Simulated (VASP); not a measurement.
PbO2, 3 atoms in the cell. It takes space group Fm-3m (No. 225, cubic). The conventional cell has a = 5.208 Å, b = 5.208 Å, c = 5.208 Å, α = 90.00°, β = 90.00°, γ = 90.00°. Within 3.0 Å of Pb (site symmetry m-3m) lie 8 O at 2.25 Å. O (site symmetry -43m) has 4 Pb at 2.25 Å and 6 O at 2.60 Å within 3.0 Å. 

* Program: VASP 6.6.1
* Task: single point
* Functional: r2SCAN
* Potentials or basis: VASP PAW PBE potentials, release 64 (Pb_d, O)
* Cutoff: 520 eV
* k mesh: 6 × 6 × 6
* Occupations: fermi-dirac, width 0.02 eV
* Spin: no spin polarisation
* Dipole correction: no
* Further INCAR settings: ALGO = Normal; EDIFF = 1e-06; NBANDS = 20

Potentials or basis: VASP PAW PBE potentials, release 64 (Pb_d, O).

The run is started by

```bash
$ cat potpaw_PBE.64/Pb_d/POTCAR potpaw_PBE.64/O/POTCAR > POTCAR
$ cp INCAR.step1 INCAR
$ mpirun -np 1 vasp_std > vasp.out
$ cp INCAR.step2 INCAR
$ mpirun -np 1 vasp_std > vasp.out
```

Hardware: 1 thread of Intel(R) Xeon(R) Platinum 8559C (Emerald Rapids), with other jobs on the host.

Task: How long does it take, and how much memory?

Result: Run time: 33 s on 1 thread of Intel(R) Xeon(R) Platinum 8559C (Emerald Rapids), with other jobs on the host, peak memory 0.16 GiB. Counts: k points 16.
